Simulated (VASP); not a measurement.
The system is As.

```xyz
1
Lattice="2.7100 -0.0174 -0.0119 -0.0174 2.7297 0.0333 -0.0119 0.0333 2.6722" Properties=species:S:1:pos:R:3 pbc="T T T"
As    1.2979    1.3880    1.3375
```

Base run:

| Item | Value |
| --- | --- |
| Program | VASP 6.6.1 |
| Functional | PBE |
| Potentials or basis | VASP PAW PBE potentials, release 64 (As) |
| Cutoff | 520 eV |
| k mesh | 13 × 13 × 14 |
| Occupations | methfessel-paxton, width 0.05 eV |
| Spin | no spin polarisation |

Its results: band gap on the k mesh zero (an odd number of electrons rules out a gap without spin polarisation); pressure 2.8 GPa.

Problem. The run is repeated on the same cell with these changes: k mesh from 13 × 13 × 14 to 9 × 9 × 9; further incar settings from ALGO = Normal; EDIFF = 1e-06; NBANDS = 8 to ALGO = Normal; EDIFF = 1e-07; NBANDS = 8. What comes out?

Solution. Band gap on the k mesh zero (an odd number of electrons rules out a gap without spin polarisation); pressure 2.0 GPa.

Caveats: the stress differs along the axes, from -0 to 7 GPa (at least some runs).
